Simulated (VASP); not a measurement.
# Zn (P6_3/mmc) in VASP: single point with PBE

Aim: the single point of Zn with PBE.

Everything below comes from runs of VASP 6.6.1. Logs are shortened: lines on timing, memory, paths and dates and some standing lists are left out, and cuts for length are marked.

### Step 1. The cell of the first run

The structure is hexagonal, space group P6_3/mmc (No. 194). The conventional cell has a = 2.625 Å, b = 2.625 Å, c = 4.762 Å, α = 90.00°, β = 90.00°, γ = 120.00°. Zn (site symmetry -6m2) has 12 Zn at 2.63 to 2.82 Å within 3.5 Å.

### Step 2. Single point, PBE

Contents of INCAR:

```
SYSTEM = Zn
PREC     = Accurate       ! precision mode
ENCUT    = 520            ! plane-wave cutoff, eV
EDIFF    = 1E-6           ! SCF threshold, eV
ISMEAR   = 0              ! smearing method
SIGMA    = 0.1            ! smearing width, eV
LREAL    = .FALSE.        ! projectors in reciprocal space
LASPH    = .TRUE.         ! aspherical terms in the spheres
NELM     = 60             ! most SCF steps
ALGO     = Fast           ! electronic algorithm
ISIF     = 2              ! what is computed and relaxed
LWAVE    = .FALSE.        ! write WAVECAR
LCHARG   = .FALSE.        ! write CHGCAR
GGA      = PE             ! functional
NBANDS   = 19             ! bands
```

Contents of KPOINTS:

```
regular mesh
0
G
  57 57 26
  0 0 0
```

Contents of POSCAR:

```
Zn
1.0
    2.6252832218      0.0000000000      0.0000000000
   -1.3126416109      2.2735619622      0.0000000000
    0.0000000000      0.0000000000      4.7616117593
Zn
2
Direct
    0.3333333333      0.6666666667      0.2500000000
    0.6666666667      0.3333333333      0.7500000000
```

Potentials or basis: VASP PAW PBE potentials, release 64 (Zn).

Started as:

```sh
cat potpaw_PBE.64/Zn/POTCAR > POTCAR
mpirun -np 1 vasp_std > vasp.out
```

OUTCAR:

```text
SYSTEM = Zn
   PREC = Accurate
   ENCUT = 520
   EDIFF = 1E-6
   ISMEAR = 0
   LREAL = .FALSE.
   LASPH = .TRUE.
   NELM = 60
   ISIF = 2
   GGA = PE

 ion  position               nearest neighbor table
   1  0.333  0.667  0.250-   2 2.82   2 2.82   2 2.82   2 2.82   2 2.82   2 2.82
   2  0.667  0.333  0.750-   1 2.82   1 2.82   1 2.82   1 2.82   1 2.82   1 2.82

  LATTYP: Found a hexagonal cell.
 ALAT       =     2.6252832218
 C/A-ratio  =     1.8137516439

  Lattice vectors:

 A1 = (   2.6252832218,   0.0000000000,   0.0000000000)
 A2 = (  -1.3126416109,   2.2735619622,   0.0000000000)
 A3 = (   0.0000000000,   0.0000000000,   4.7616117593)

Analysis of symmetry for initial positions (statically):
=====================================================================
 Subroutine PRICEL returns:
 Original cell was already a primitive cell.

 Routine SETGRP: Setting up the symmetry group for a
 hexagonal supercell.

 Subroutine GETGRP returns: Found 24 space group operations
 (whereof 12 operations were pure point group operations)
 out of a pool of 24 trial point group operations.

The static configuration has the point symmetry D_3d.
 The point group associated with its full space group is D_6h.

Analysis of symmetry for dynamics (positions and initial velocities):
=====================================================================
 Subroutine PRICEL returns:
 Original cell was already a primitive cell.

 Routine SETGRP: Setting up the symmetry group for a
 hexagonal supercell.

 Subroutine GETGRP returns: Found 24 space group operations
 (whereof 12 operations were pure point group operations)
 out of a pool of 24 trial point group operations.

The dynamic configuration has the point symmetry D_3d.
 The point group associated with its full space group is D_6h.

 Subroutine INISYM returns: Found 24 space group operations
 (whereof 12 operations are pure point group operations),
 and found     1 'primitive' translations

----------------------------------------------------------------------------------------

                                     Primitive cell

  volume of cell :      28.4208

  direct lattice vectors                    reciprocal lattice vectors
     2.625283222  0.000000000  0.000000000     0.380911283  0.219919232  0.000000000
    -1.312641611  2.273561962  0.000000000     0.000000000  0.439838463  0.000000000
     0.000000000  0.000000000  4.761611759     0.000000000  0.000000000  0.210012922

  length of vectors
     2.625283222  2.625283222  4.761611759     0.439838463  0.439838463  0.210012922

  position of ions in fractional coordinates (direct lattice)
     0.333333333  0.666666667  0.250000000
     0.666666667  0.333333333  0.750000000

  ion indices of the primitive-cell ions
   primitive index   ion index
                 1           1
                 2           2

----------------------------------------------------------------------------------------

 KPOINTS: regular mesh

Automatic generation of k-mesh.
 Grid dimensions read from file:
 generate k-points for:   57   57   26

 Generating k-lattice:

  Cartesian coordinates                     Fractional coordinates (reciprocal lattice)
     0.006682654  0.003858232  0.000000000     0.017543860  0.000000000  0.000000000
     0.000000000  0.007716464  0.000000000     0.000000000  0.017543860  0.000000000
     0.000000000  0.000000000  0.008077420     0.000000000  0.000000000  0.038461538

  Length of vectors
     0.007716464  0.007716464  0.008077420

  Shift w.r.t. Gamma in fractional coordinates (k-lattice)
     0.000000000  0.000000000  0.000000000

 Subroutine IBZKPT returns following result:
 ===========================================

 Found   4200 irreducible k-points:

 Following reciprocal coordinates:
            Coordinates               Weight
  0.000000  0.000000  0.000000      1.000000
  0.017544  0.000000  0.000000      6.000000
  0.035088  0.000000  0.000000      6.000000
  0.052632  0.000000  0.000000      6.000000
  0.070175  0.000000  0.000000      6.000000
  0.087719 -0.000000  0.000000      6.000000
[... 16 lines left out ...]
  0.385965 -0.000000  0.000000      6.000000
  0.403509 -0.000000  0.000000      6.000000
 [... further k-points ...]
   k-points           NKPTS =   4200   k-points in BZ     NKDIM =   4200   number of bands    NBANDS=     19
   number of dos      NEDOS =    301   number of ions     NIONS =      2
   total plane-waves  NPLWV =  14400
   dimension x,y,z NGX =    20 NGY =   20 NGZ =   36
   dimension x,y,z NGXF=    40 NGYF=   40 NGZF=   72
   ions per type =               2
   NGX,Y,Z   is equivalent  to a cutoff of  12.66, 12.66, 12.57 a.u.
   NGXF,Y,Z  is equivalent  to a cutoff of  25.33, 25.33, 25.14 a.u.
 SYSTEM =  Zn
   PREC   = accura    normal or accurate (medium, high low for compatibility)
   ISTART =      0    job   : 0-new  1-cont  2-samecut
   ICHARG =      2    charge: 1-file 2-atom 10-const
   ISPIN  =      1    spin polarized calculation?
   LNONCOLLINEAR =      F non collinear calculations
   LSORBIT =      F    spin-orbit coupling
   LASPH  =      T    aspherical Exc in radial PAW
   ENCUT  =  520.0 eV  38.22 Ry    6.18 a.u.   4.88  4.88  8.85*2*pi/ulx,y,z
   NELM   =     60;   NELMIN=  2; NELMDL= -5     # of ELM steps
   EDIFF  = 0.1E-05   stopping-criterion for ELM
   LREAL  =      F    real-space projection
   EDIFFG = 0.1E-04   stopping-criterion for IOM
   NSW    =      0    number of steps for IOM
   IBRION =     -1    ionic relax: 0-MD 1-quasi-New 2-CG
   NFREE  =      0    steps in history (QN), initial steepest desc. (CG)
   ISIF   =      2    stress and relaxation
   ISYM   =      2    0-nonsym 1-usesym 2-fastsym
   POTIM  = 0.5000    time-step for ionic-motion
   TEBEG  =    0.0;   TEEND  =   0.0 temperature during run
   PSTRESS=    0.0 pullay stress
   NELECT =      24.0000    total number of electrons
   NUPDOWN=      -1.0000    fix difference up-down
   EMIN   =  10.00;   EMAX   =-10.00  energy-range for DOS
   EFERMI =   0.00;   METHOD = LEGACY
   ISMEAR =     0;   SIGMA  =   0.10  broadening in eV -4-tet -1-fermi 0-gaus
   EFERMI_NEDOS =   21; number of points for ismear=-14 and -15
   IALGO  =     68    algorithm
   IMIX   =      4    mixing-type and parameters
     AMIX     =   0.40;   BMIX     =  1.00
     AMIX_MAG =   1.60;   BMIX_MAG =  1.00
  volume/ion in A,a.u.               =      14.21        95.90
  Fermi-wavevector in a.u.,A,eV,Ry     =   1.547389  2.924142 32.577977  2.394414
  Thomas-Fermi vector in A             =   2.652490
   LORBIT       =      0    0 simple, 1 ext, 2 COOP (PROOUT), +10 PAW based schemes
   GGA     = PE    functional components
   LHFCALC =     F    Hartree Fock is set to
   AEXX    =    0.0000 exact exchange contribution
   IVDW    =     0    specifies the selected vdW correction
   LEPSILON=     F    determine dielectric tensor
   LRPA    =     F    only Hartree local field effects (RPA)
 non-spin polarized calculation
 RMM-DIIS sequential band-by-band and
 Gauss-broadening in eV      SIGMA  =   0.10
  energy-cutoff  :      520.00
  volume of cell :       28.42
 maximum number of plane-waves:       792
 NGX is ok and might be reduce to    20
   NGX =  9   NGY =  9   NGZ = 17

 number of electron      24.0000024 magnetization

 Free energy of the ion-electron system (eV)
  ---------------------------------------------------
  ext. energy  EPLUGINS =         0.00000000
  ---------------------------------------------------
  free energy    TOTEN  =        -2.18278854 eV

  energy without entropy =       -2.18086557  energy(sigma->0) =       -2.18182705

 E-fermi :   3.6627     XC(G=0): -11.9166

 val. band max:        3.6611696134   @ k =   0.3509   0.1579   0.0769
 cond. band min:       3.6631640777   @ k =   0.3684   0.0877   0.0385
 fundamental gap:      0.0019944644
 Fermi energy:         3.6626514897

 k-point     1 :       0.0000    0.0000    0.0000
  band No.  band energies     occupation
      1      -7.3376      2.00000
      2      -5.2671      2.00000
      3      -4.4702      2.00000
      4      -4.2427      2.00000
      5      -4.2427      2.00000
      6      -4.1787      2.00000
[... 11 lines left out ...]
     18      23.1568      0.00000
     19      23.1916      0.00000

 k-point     2 :       0.0175    0.0000    0.0000
  band No.  band energies     occupation
      1      -7.3282      2.00000
      2      -5.2628      2.00000
      3      -4.4692      2.00000
      4      -4.2436      2.00000
      5      -4.2404      2.00000
      6      -4.1798      2.00000
[... 11 lines left out ...]
     18      22.9014      0.00000
     19      23.3162      0.00000

 k-point     3 :       0.0351    0.0000    0.0000
  band No.  band energies     occupation
      1      -7.2999      2.00000
      2      -5.2502      2.00000
      3      -4.4665      2.00000
      4      -4.2464      2.00000
      5      -4.2333      2.00000
      6      -4.1832      2.00000
[... 11 lines left out ...]
     18      22.7759      0.00000
     19      23.6561      0.00000

 k-point     4 :       0.0526    0.0000    0.0000
  band No.  band energies     occupation
      1      -7.2529      2.00000
      2      -5.2294      2.00000
      3      -4.4623      2.00000
      4      -4.2506      2.00000
      5      -4.2217      2.00000
      6      -4.1885      2.00000
[... 11 lines left out ...]
     18      22.6957      0.00000
     19      24.0581      0.00000

 k-point     5 :       0.0702    0.0000    0.0000
  band No.  band energies     occupation
      1      -7.1873      2.00000
      2      -5.2011      2.00000
      3      -4.4569      2.00000
      4      -4.2558      2.00000
      5      -4.2055      2.00000
      6      -4.1953      2.00000
[... 11 lines left out ...]
     18      22.6179      0.00000
     19      24.4708      0.00000
[... 334 lines left out ...]
      2      -4.9179      2.00000
      3      -4.6723      2.00000
      4      -4.2114      2.00000
      5      -4.1528      2.00000
      6      -4.0695      2.00000
[... 11 lines left out ...]
     18      18.6276      0.00000
     19      20.7144      0.00000

 k-point    22 :       0.3684   -0.0000    0.0000
  band No.  band energies     occupation
      1      -5.0275      2.00000
      2      -4.9305      2.00000
      3      -4.7051      2.00000
      4      -4.1855      2.00000
      5      -4.1714      2.00000
      6      -4.0799      2.00000
[... 11 lines left out ...]
     18      18.5376      0.00000
     19      20.5186      0.00000

 k-point    23 :       0.3860   -0.0000    0.0000
  band No.  band energies     occupation
      1      -5.0263      2.00000
      2      -4.9401      2.00000
      3      -4.7339      2.00000
      4      -4.1882      2.00000
      5      -4.1618      2.00000
      6      -4.0893      2.00000
[... 11 lines left out ...]
     18      18.4591      0.00000
     19      20.3460      0.00000

 k-point    24 :       0.4035   -0.0000    0.0000
  band No.  band energies     occupation
      1      -5.0317      2.00000
      2      -4.9477      2.00000
      3      -4.7584      2.00000
      4      -4.2029      2.00000
      5      -4.1409      2.00000
      6      -4.0974      2.00000
[... 11 lines left out ...]
     18      18.3921      0.00000
     19      20.1970      0.00000

 [... further k-points ...]
[... 5 lines left out ...]
  --------------------------------------------------------------------------------------
  -------------------------------------------------------------------------------------
  Total        0.9464998      0.9464998      0.9094038      0.0000000     -0.0000000      0.0000000
  in kB       53.3573416     53.3573416     51.2661134      0.0000000     -0.0000000      0.0000000
  external PRESSURE =      52.6602655 kB  Pullay stress =       0.0000000 kB

 VOLUME and BASIS-vectors are now :
 -----------------------------------------------------------------------------
  energy-cutoff  :      520.00
  volume of cell :       28.42
      direct lattice vectors                 reciprocal lattice vectors
     2.625283222  0.000000000  0.000000000     0.380911283  0.219919232  0.000000000
    -1.312641611  2.273561962  0.000000000     0.000000000  0.439838463  0.000000000
     0.000000000  0.000000000  4.761611759     0.000000000  0.000000000  0.210012922

 POSITION                                       TOTAL-FORCE (eV/Angst)
 -----------------------------------------------------------------------------------
     -0.00000      1.51571      1.19040        -0.000000     -0.000000      0.000000
      1.31264      0.75785      3.57121         0.000000      0.000000      0.000000
 -----------------------------------------------------------------------------------
    total drift:                               -0.000000      0.000000     -0.000000

  FREE ENERGIE OF THE ION-ELECTRON SYSTEM (eV)
  ---------------------------------------------------
  free  energy   TOTEN  =        -2.1827885353 eV

  energy  without entropy=       -2.1808655733  energy(sigma->0) =       -2.18182705
```

It took 31 min on 1 thread of Oxide Virtual Turin-like, shared host; peak memory 1.7 GiB.

What came out:

| Quantity | Value |
| --- | --- |
| Free energy | -2.1828 eV |
| Pressure | 5.3 GPa |
| Band gap on the k mesh | zero (bands 12 and 13 overlap by 4.47 eV) |

Stress tensor (GPa, compression positive):
```
5.34 0.00 0.00
0.00 5.34 0.00
0.00 0.00 5.13
```

Caveat: the cell stands under pressure.
